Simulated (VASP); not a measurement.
**WAu: single point with PBE**

WAu:

```
CELL_PARAMETERS angstrom
0.00000 2.69188 2.69188
2.69188 0.00000 2.69188
2.69188 2.69188 0.00000
ATOMIC_POSITIONS crystal
W 0.00000 0.00000 0.00000
Au 0.75000 0.75000 0.75000
```

This cell differs from its parent crystal: volume scaled by 0.94.

```yaml
Program: VASP 6.6.1
Task: single point
Functional: PBE
Potentials_or_basis: VASP PAW PBE potentials, release 64 (W_sv, Au)
Cutoff: 520 eV
k_mesh: 8 × 8 × 8
Occupations: fermi-dirac, width 0.05 eV
Spin: no spin polarisation
```

- Pressure: 52.3 GPa

Levels at points of the mesh, in eV from the Fermi level:
| k point | band 11 | band 12 | band 13 | band 14 | band 15 | band 16 |
| --- | --- | --- | --- | --- | --- | --- |
| (0.00, 0.00, 0.00) | -0.90 | -0.90 | -0.90 | 2.38 | 2.38 | 9.51 |
| (0.50, 0.00, 0.00) | -2.33 | -0.19 | -0.19 | 2.01 | 2.01 | 2.85 |
| (0.50, 0.50, 0.00) | -3.35 | 0.37 | 1.57 | 2.20 | 2.20 | 3.89 |

Wall time 15 s on 1 thread of Intel(R) Xeon(R) Platinum 8488C (Sapphire Rapids), with other jobs on the host, peak memory 0.17 GiB.

Caveat: spin-orbit coupling is left out, which moves the levels of the heavy elements.
